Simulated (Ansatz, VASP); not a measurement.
One calculation of Si4Se3, two programs

```xyz
7
Lattice="3.3186 1.9160 4.0502 -3.3186 1.9160 4.0502 0.0000 -3.8319 4.0502" Properties=species:S:1:pos:R:3 pbc="T T T"
Si    0.0000    0.0000    6.0753
Si    0.0000   -1.9160    2.0251
Si    1.6593    0.9580    2.0251
Si   -1.6593    0.9580    2.0251
Se    0.0000    1.9160    4.0502
Se   -1.6593   -0.9580    4.0502
Se    1.6593   -0.9580    4.0502
```

Alike in both runs: task relaxation of cell and atoms; functional PBE; k mesh 3 × 3 × 3; occupations gaussian, width 0.2 eV; no spin polarisation.

```csv
,VASP,Ansatz
version,VASP 6.6.1,Ansatz 0.2.0
potentials or method,"VASP PAW PBE potentials, release 64 (Si, Se), cutoff 500 eV","scalar-relativistic, plane waves, PAW"
valence electrons in the cell,34,64
```

Ansatz gave:

| Quantity | Value |
| --- | --- |
| relaxed volume (Å³/atom) | 21.77 |
| relaxed cell length with the largest relative difference (Å) | 5.391 |

Task: Which values does VASP return?

Result: Relaxed volume (Å³/atom): 22.13; relaxed cell length with the largest relative difference (Å): 5.398.

VASP's potentials hold 34 valence electrons a cell and Ansatz's 64, so a difference there can come from the potentials and not from the codes.

The k mesh is coarse, so the values compare programs but aren't converged.
